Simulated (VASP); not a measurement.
Wanted: the native input for a VASP 6.6.1 run.

* Task: single point
* Functional: PBEsol
* Potentials or basis: VASP PAW PBE potentials, release 64 (Ti_sv)
* Cutoff: 520 eV
* k mesh: 22 × 22 × 22
* Occupations: fermi-dirac, width 0.1 eV
* Spin: no spin polarisation
* Dipole correction: no
* Further INCAR settings: ALGO = Normal; EDIFF = 1e-06; NBANDS = 12

The structure of Ti lies in POSCAR:

```
Ti
1.0
    0.0000000000      2.0559679211      2.0559679211
    2.0559679211      0.0000000000      2.0559679211
    2.0559679211      2.0559679211      0.0000000000
Ti
1
Direct
    0.0000000000      0.0000000000      0.0000000000
```

This cell differs from its parent crystal: volume scaled by 1.04.

One way to write it, as run:

INCAR

```
SYSTEM = Ti
PREC = Accurate ; ENCUT = 520
EDIFF = 1E-6 ; ISMEAR = -1
SIGMA = 0.1 ; LREAL = .FALSE.
LASPH = .TRUE. ; NELM = 100
ALGO = Normal ; ISIF = 2
LWAVE = .FALSE. ; LCHARG = .FALSE.
GGA = PS ; NBANDS = 12
```

KPOINTS

```
Automatic mesh
0
G
  22 22 22
  0 0 0
```

Potentials or basis: VASP PAW PBE potentials, release 64 (Ti_sv).

The run is started by

```console
$ cat potpaw_PBE.64/Ti_sv/POTCAR > POTCAR
$ mpirun -np 1 vasp_std > vasp.out
```

It gave:

| Property | Result |
| --- | --- |
| Pressure | -4.4 GPa |
| Band gap on the k mesh | zero (band 6 reaches 8.97 eV, above the bottom of band 7 at 7.59 eV) |

Caveat: the PAW data sets were made with another functional, which shifts forces and pressure a little.

Run time: 38 s on 1 thread of Intel(R) Xeon(R) Platinum 8259CL CPU @ 2.50GHz (Skylake/Cascade Lake), with other jobs on the host, peak memory 0.19 GiB.
